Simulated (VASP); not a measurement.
Here is a VASP 6.6.1 calculation.

The input INCAR:

```
  PREC = Accurate
  ENCUT = 910
  EDIFF = 1E-6
  ISMEAR = 0
  SIGMA = 0.05
  LREAL = False
  LASPH = True
  NELM = 120
  ALGO = Normal
  ISIF = 2
  LWAVE = False
  LCHARG = True
  GGA = PS
  LELF = True
  LVHAR = True
  NBANDS = 44
  GGA_COMPAT = False
```

File KPOINTS:

```
Automatic mesh
0
Gamma
  4 4 4
```

Contents of POSCAR:

```
CO2
1.0
    6.1189315663      0.0000000000      0.0000000000
    0.0000000000      5.7999351339      0.0000000000
    0.0000000000      0.0000000000      5.7999351339
C O
4 8
Direct
    0.0000000000      0.0000000000      0.0000000000
    0.5000000000      0.0000000000      0.5000000000
    0.5000000000      0.5000000000      0.0000000000
    0.0000000000      0.5000000000      0.5000000000
    0.1161576883      0.1161576883      0.1161576883
    0.3838423117      0.8838423117      0.6161576883
    0.6161576883      0.3838423117      0.8838423117
    0.8838423117      0.6161576883      0.3838423117
    0.8838423117      0.8838423117      0.8838423117
    0.6161576883      0.1161576883      0.3838423117
    0.3838423117      0.6161576883      0.1161576883
    0.1161576883      0.3838423117      0.6161576883
```

Potentials or basis: VASP PAW PBE potentials, release 64 (C_h, O_h).

Command:

```bash
$ cat potpaw_PBE.64/C_h/POTCAR potpaw_PBE.64/O_h/POTCAR > POTCAR
$ mpirun -np 1 vasp_std > vasp.out
```

Q: Predict the band gap on the k mesh.

A: 6.47 eV.

Q: Estimate the largest force.

A: 2.023 eV/Å.

Forces on the atoms (eV/Å):
```
C    0.000  0.000  0.000
C    0.000  0.000  0.000
C    0.000  0.000  0.000
C    0.000  0.000  0.000
O   -1.217 -1.147 -1.138
O    1.217  1.147 -1.138
O   -1.217  1.147  1.138
O    1.217 -1.147  1.138
O    1.217  1.147  1.138
O   -1.217 -1.147  1.138
O    1.217 -1.147 -1.138
O   -1.217  1.147 -1.138
```

Caveat: the cell differs from its parent crystal (normal strain along x +0.0550, normal strain along z +0.0000); the cell stands under tension; the PAW data sets were made with another functional, which shifts forces and pressure a little. A k mesh can miss the band edges.
